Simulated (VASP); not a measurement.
Ir, 1 atom in the cell. Symmetry: Pm-3m, No. 221, cubic system. The conventional cell has a = 2.570 Å, b = 2.570 Å, c = 2.570 Å, α = 90.00°, β = 90.00°, γ = 90.00°. Ir (site symmetry m-3m) has 6 Ir at 2.57 Å within 3.4 Å. 

| Property | Result |
| --- | --- |
| Program | VASP 6.6.1 |
| Task | relaxation of cell and atoms |
| Functional | PBE |
| Potentials or basis | VASP PAW PBE potentials, release 64 (Ir) |
| Cutoff | 600 eV |
| k mesh | 6 × 6 × 6 |
| Occupations | gaussian, width 0.1 eV |
| Spin | no spin polarisation |
| Dipole correction | no |
| Further INCAR settings | ALGO = Normal; EDIFF = 1e-06; IBRION = 2; EDIFFG = -0.04; NSW = 90; ISIF = 3 |

Potentials or basis: VASP PAW PBE potentials, release 64 (Ir).

The run is started by

```bash
$ cat potpaw_PBE.64/Ir/POTCAR > POTCAR
$ mpirun -np 1 vasp_std > vasp.out
```

Hardware: 1 thread of Intel(R) Xeon(R) 6975P-C (Granite Rapids) (shared host).

Estimate the wall time of this run.

It took 6.4 s on 1 thread of Intel(R) Xeon(R) 6975P-C (Granite Rapids), with other jobs on the host, peak memory 0.14 GiB. Counts: scf iterations 25, k points 20, ion steps 3.
